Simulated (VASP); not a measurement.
# Se (P6_3/mmc) in VASP: further runs

Se is run at these levels: PBE; tasks: single point.

Program: VASP 6.6.1. These are calculated values, not measurements. Logs are shortened: lines on timing, memory, paths and dates and some standing lists are left out, and cuts for length are marked.

### 1 The cell of the first run

Symmetry: P6_3/mmc, No. 194, hexagonal system. Conventional cell: a = 3.458 Å, b = 3.458 Å, c = 3.821 Å, α = 90.00°, β = 90.00°, γ = 120.00°. Se (site symmetry -6m2) has 12 Se at 2.76 to 3.46 Å within 3.6 Å.

This isn't the form of Se at room conditions, which is trigonal, of chains.

### 2 Single point, PBE

Input file INCAR:

```
ALGO = Normal
EDIFF = 1E-7
ENCUT = 520
GGA = PE
ISIF = 2
ISMEAR = -1
LASPH = T
LCHARG = F
LREAL = F
LWAVE = F
NBANDS = 13
NELM = 80
PREC = Accurate
SIGMA = 0.05
```

Input file KPOINTS:

```
k-points
0
Gamma
  15 15 8
```

Input file POSCAR:

```
Se
1.0
    3.4581400462      0.0000000000      0.0000000000
   -1.7290700231      2.9948371298      0.0000000000
    0.0000000000      0.0000000000      3.8208328397
Se
2
Direct
    0.3333333333      0.6666666667      0.2500000000
    0.6666666667      0.3333333333      0.7500000000
```

Potentials or basis: VASP PAW PBE potentials, release 64 (Se).

Started as:

```bash
> cat potpaw_PBE.64/Se/POTCAR > POTCAR
> mpirun -np 1 vasp_std > vasp.out
```

OUTCAR:

```text
EDIFF = 1E-7
   ENCUT = 520
   GGA = PE
   ISIF = 2
   ISMEAR = -1
   LASPH = T
   LREAL = F
   NELM = 80
   PREC = Accurate

 ion  position               nearest neighbor table
   1  0.333  0.667  0.250-   2 2.76   2 2.76   2 2.76   2 2.76   2 2.76   2 2.76
   2  0.667  0.333  0.750-   1 2.76   1 2.76   1 2.76   1 2.76   1 2.76   1 2.76

  LATTYP: Found a hexagonal cell.
 ALAT       =     3.4581400462
 C/A-ratio  =     1.1048808864

  Lattice vectors:

 A1 = (   3.4581400462,   0.0000000000,   0.0000000000)
 A2 = (  -1.7290700231,   2.9948371298,   0.0000000000)
 A3 = (   0.0000000000,   0.0000000000,   3.8208328397)

Analysis of symmetry for initial positions (statically):
=====================================================================
 Subroutine PRICEL returns:
 Original cell was already a primitive cell.

 Routine SETGRP: Setting up the symmetry group for a
 hexagonal supercell.

 Subroutine GETGRP returns: Found 24 space group operations
 (whereof 12 operations were pure point group operations)
 out of a pool of 24 trial point group operations.

The static configuration has the point symmetry D_3d.
 The point group associated with its full space group is D_6h.

Analysis of symmetry for dynamics (positions and initial velocities):
=====================================================================
 Subroutine PRICEL returns:
 Original cell was already a primitive cell.

 Routine SETGRP: Setting up the symmetry group for a
 hexagonal supercell.

 Subroutine GETGRP returns: Found 24 space group operations
 (whereof 12 operations were pure point group operations)
 out of a pool of 24 trial point group operations.

The dynamic configuration has the point symmetry D_3d.
 The point group associated with its full space group is D_6h.

 Subroutine INISYM returns: Found 24 space group operations
 (whereof 12 operations are pure point group operations),
 and found     1 'primitive' translations

----------------------------------------------------------------------------------------

                                     Primitive cell

  volume of cell :      39.5707

  direct lattice vectors                    reciprocal lattice vectors
     3.458140046  0.000000000  0.000000000     0.289172788  0.166953987  0.000000000
    -1.729070023  2.994837130  0.000000000     0.000000000  0.333907975  0.000000000
     0.000000000  0.000000000  3.820832840     0.000000000  0.000000000  0.261723044

  length of vectors
     3.458140046  3.458140046  3.820832840     0.333907975  0.333907975  0.261723044

  position of ions in fractional coordinates (direct lattice)
     0.333333333  0.666666667  0.250000000
     0.666666667  0.333333333  0.750000000

  ion indices of the primitive-cell ions
   primitive index   ion index
                 1           1
                 2           2

----------------------------------------------------------------------------------------

 KPOINTS: k-points

Automatic generation of k-mesh.
 Grid dimensions read from file:
 generate k-points for:   15   15    8

 Generating k-lattice:

  Cartesian coordinates                     Fractional coordinates (reciprocal lattice)
     0.019278186  0.011130266  0.000000000     0.066666667  0.000000000  0.000000000
     0.000000000  0.022260532  0.000000000     0.000000000  0.066666667  0.000000000
     0.000000000  0.000000000  0.032715380     0.000000000  0.000000000  0.125000000

  Length of vectors
     0.022260532  0.022260532  0.032715380

  Shift w.r.t. Gamma in fractional coordinates (k-lattice)
     0.000000000  0.000000000  0.000000000

 Subroutine IBZKPT returns following result:
 ===========================================

 Found    135 irreducible k-points:

 Following reciprocal coordinates:
            Coordinates               Weight
  0.000000  0.000000  0.000000      1.000000
  0.066667 -0.000000  0.000000      6.000000
  0.133333 -0.000000  0.000000      6.000000
  0.200000 -0.000000  0.000000      6.000000
  0.266667 -0.000000  0.000000      6.000000
  0.333333  0.000000  0.000000      6.000000
[... 16 lines left out ...]
  0.333333  0.200000  0.000000     12.000000
  0.400000  0.200000  0.000000      6.000000
 [... further k-points ...]
   k-points           NKPTS =    135   k-points in BZ     NKDIM =    135   number of bands    NBANDS=     13
   number of dos      NEDOS =    301   number of ions     NIONS =      2
   total plane-waves  NPLWV =  21952
   dimension x,y,z NGX =    28 NGY =   28 NGZ =   28
   dimension x,y,z NGXF=    56 NGYF=   56 NGZF=   56
   ions per type =               2
   NGX,Y,Z   is equivalent  to a cutoff of  13.46, 13.46, 12.18 a.u.
   NGXF,Y,Z  is equivalent  to a cutoff of  26.92, 26.92, 24.37 a.u.
 SYSTEM =  unknown system
   PREC   = accura    normal or accurate (medium, high low for compatibility)
   ISTART =      0    job   : 0-new  1-cont  2-samecut
   ICHARG =      2    charge: 1-file 2-atom 10-const
   ISPIN  =      1    spin polarized calculation?
   LNONCOLLINEAR =      F non collinear calculations
   LSORBIT =      F    spin-orbit coupling
   LASPH  =      T    aspherical Exc in radial PAW
   ENCUT  =  520.0 eV  38.22 Ry    6.18 a.u.   6.43  6.43  7.10*2*pi/ulx,y,z
   NELM   =     80;   NELMIN=  2; NELMDL= -5     # of ELM steps
   EDIFF  = 0.1E-06   stopping-criterion for ELM
   LREAL  =      F    real-space projection
   EDIFFG = 0.1E-05   stopping-criterion for IOM
   NSW    =      0    number of steps for IOM
   IBRION =     -1    ionic relax: 0-MD 1-quasi-New 2-CG
   NFREE  =      0    steps in history (QN), initial steepest desc. (CG)
   ISIF   =      2    stress and relaxation
   ISYM   =      2    0-nonsym 1-usesym 2-fastsym
   POTIM  = 0.5000    time-step for ionic-motion
   TEBEG  =    0.0;   TEEND  =   0.0 temperature during run
   PSTRESS=    0.0 pullay stress
   NELECT =      12.0000    total number of electrons
   NUPDOWN=      -1.0000    fix difference up-down
   EMIN   =  10.00;   EMAX   =-10.00  energy-range for DOS
   EFERMI =   0.00;   METHOD = LEGACY
   ISMEAR =    -1;   SIGMA  =   0.05  broadening in eV -4-tet -1-fermi 0-gaus
   EFERMI_NEDOS =   21; number of points for ismear=-14 and -15
   IALGO  =     38    algorithm
   IMIX   =      4    mixing-type and parameters
     AMIX     =   0.40;   BMIX     =  1.00
     AMIX_MAG =   1.60;   BMIX_MAG =  1.00
  volume/ion in A,a.u.               =      19.79       133.52
  Fermi-wavevector in a.u.,A,eV,Ry     =   1.099877  2.078465 16.459357  1.209729
  Thomas-Fermi vector in A             =   2.236278
   LORBIT       =      0    0 simple, 1 ext, 2 COOP (PROOUT), +10 PAW based schemes
   GGA     = PE    functional components
   LHFCALC =     F    Hartree Fock is set to
   AEXX    =    0.0000 exact exchange contribution
   IVDW    =     0    specifies the selected vdW correction
   LEPSILON=     F    determine dielectric tensor
   LRPA    =     F    only Hartree local field effects (RPA)
 non-spin polarized calculation
  energy-cutoff  :      520.00
  volume of cell :       39.57
 maximum number of plane-waves:      1083
 NGX is ok and might be reduce to    28
   NGX = 13   NGY = 13   NGZ = 15

 number of electron      12.0000002 magnetization

 Free energy of the ion-electron system (eV)
  ---------------------------------------------------
  ext. energy  EPLUGINS =         0.00000000
  ---------------------------------------------------
  free energy    TOTEN  =        -6.16766070 eV

  energy without entropy =       -6.15951796  energy(sigma->0) =       -6.16358933

 E-fermi :   6.1045     XC(G=0): -10.6030

 val. band max:        6.0688157238   @ k =   0.3333   0.1333   0.2500
 cond. band min:       6.1082592708   @ k =   0.4000   0.1333   0.2500
 fundamental gap:      0.0394435470
 Fermi energy:         6.1044825015

 k-point     1 :       0.0000    0.0000    0.0000
  band No.  band energies     occupation
      1     -10.8310      2.00000
      2      -4.0436      2.00000
      3       0.2836      2.00000
      4       3.9988      2.00000
      5       3.9988      2.00000
      6       7.2430      0.00000
      7       7.2430      0.00000
      8      10.1225      0.00000
      9      10.2305      0.00000
     10      13.9295      0.00000
     11      16.3376      0.00000
     12      16.3376      0.00000
     13      18.0879      0.00000

 k-point     2 :       0.0667   -0.0000    0.0000
  band No.  band energies     occupation
      1     -10.7724      2.00000
      2      -4.0871      2.00000
      3       0.3455      2.00000
      4       3.7376      2.00000
      5       3.8598      2.00000
      6       7.0939      0.00000
      7       7.3841      0.00000
      8      10.0089      0.00000
      9      10.4100      0.00000
     10      14.1375      0.00000
     11      16.1109      0.00000
     12      16.3456      0.00000
     13      17.8910      0.00000

 k-point     3 :       0.1333   -0.0000    0.0000
  band No.  band energies     occupation
      1     -10.5978      2.00000
      2      -4.2292      2.00000
      3       0.5299      2.00000
      4       3.1371      2.00000
      5       3.5237      2.00000
      6       6.6955      0.00001
      7       7.7137      0.00000
      8       9.4134      0.00000
      9      11.1209      0.00000
     10      14.1191      0.00000
     11      16.3742      0.00000
     12      16.4448      0.00000
     13      17.4442      0.00000
[... 305 lines left out ...]
 k-point    23 :       0.3333    0.2000    0.0000
  band No.  band energies     occupation
      1      -8.3660      2.00000
      2      -6.5494      2.00000
      3       0.0550      2.00000
      4       2.9206      2.00000
      5       3.1957      2.00000
      6       5.0607      2.00000
      7       5.1268      2.00000
      8       7.6125      0.00000
      9      12.0299      0.00000
     10      13.0734      0.00000
     11      15.3796      0.00000
     12      18.3433      0.00000
     13      20.2168      0.00000

 k-point    24 :       0.4000    0.2000    0.0000
  band No.  band energies     occupation
      1      -8.0991      2.00000
      2      -6.8274      2.00000
      3      -0.0658      2.00000
      4       3.2092      2.00000
      5       3.3771      2.00000
      6       4.7847      2.00000
      7       4.8267      2.00000
      8       7.5935      0.00000
      9      11.9232      0.00000
     10      12.9471      0.00000
     11      16.8186      0.00000
     12      16.9723      0.00000
     13      20.1920      0.00000

 [... further k-points ...]
[... 5 lines left out ...]
  --------------------------------------------------------------------------------------
  -------------------------------------------------------------------------------------
  Total        2.1355352      2.1355352      2.1455981      0.0000000     -0.0000000      0.0000000
  in kB       86.4656260     86.4656260     86.8730619      0.0000000     -0.0000000      0.0000000
  external PRESSURE =      86.6014379 kB  Pullay stress =       0.0000000 kB

 VOLUME and BASIS-vectors are now :
 -----------------------------------------------------------------------------
  energy-cutoff  :      520.00
  volume of cell :       39.57
      direct lattice vectors                 reciprocal lattice vectors
     3.458140046  0.000000000  0.000000000     0.289172788  0.166953987  0.000000000
    -1.729070023  2.994837130  0.000000000     0.000000000  0.333907975  0.000000000
     0.000000000  0.000000000  3.820832840     0.000000000  0.000000000  0.261723044

 POSITION                                       TOTAL-FORCE (eV/Angst)
 -----------------------------------------------------------------------------------
     -0.00000      1.99656      0.95521         0.000000     -0.000000      0.000000
      1.72907      0.99828      2.86562        -0.000000      0.000000      0.000000
 -----------------------------------------------------------------------------------
    total drift:                                0.000000     -0.000000      0.000000

  FREE ENERGIE OF THE ION-ELECTRON SYSTEM (eV)
  ---------------------------------------------------
  free  energy   TOTEN  =        -6.1676606970 eV

  energy  without entropy=       -6.1595179557  energy(sigma->0) =       -6.16358933
```

Run time: 42 s. Hardware: 1 thread of Intel Xeon 8259CL, shared host; peak memory 0.19 GiB.

Results:

```
Free energy            : -6.1677 eV
Pressure               : 8.7 GPa
Band gap on the k mesh : zero (bands 6 and 7 overlap by 2.98 eV)
```

Caveat: the cell stands under pressure.

### 3 Single point, PBE

Input file INCAR:

```
SYSTEM = Se
PREC = Accurate
ENCUT = 520
EDIFF = 1E-6
ISMEAR = -1
SIGMA = 0.05
LREAL = .FALSE.
LASPH = .TRUE.
NELM = 80
ALGO = Normal
ISIF = 2
LWAVE = .FALSE.
LCHARG = .FALSE.
GGA = PE
NBANDS = 13
```

Input file KPOINTS:

```
Automatic mesh
0
G
  15 15 8
  0 0 0
```

POSCAR is that of step 2.

Potentials or basis: VASP PAW PBE potentials, release 64 (Se).

Started as:

```bash
> cat potpaw_PBE.64/Se/POTCAR > POTCAR
> mpirun -np 1 vasp_std > vasp.out
```

Run time: 43 s. Hardware: 1 thread of Intel Xeon 8259CL, shared host; peak memory 0.19 GiB.

Results (log left out):

| Quantity | Value |
| --- | --- |
| Free energy | -6.1677 eV |
| Pressure | 8.7 GPa |
| Band gap on the k mesh | zero (bands 6 and 7 overlap by 2.98 eV) |

Levels at points of the mesh, in eV from the Fermi level:
```tsv
k point	band 3	band 4	band 5	band 6	band 7	band 8	band 9	band 10
(0.00, 0.00, 0.00)	-5.82	-2.11	-2.11	1.14	1.14	4.02	4.13	7.82
(0.00, 0.00, 0.50)	-0.61	-0.61	-0.40	-0.40	-0.40	-0.40	8.34	8.34
```

Caveat: the cell stands under pressure.

The gap in the log of VASP goes by the Fermi energy; the results here count the filled bands.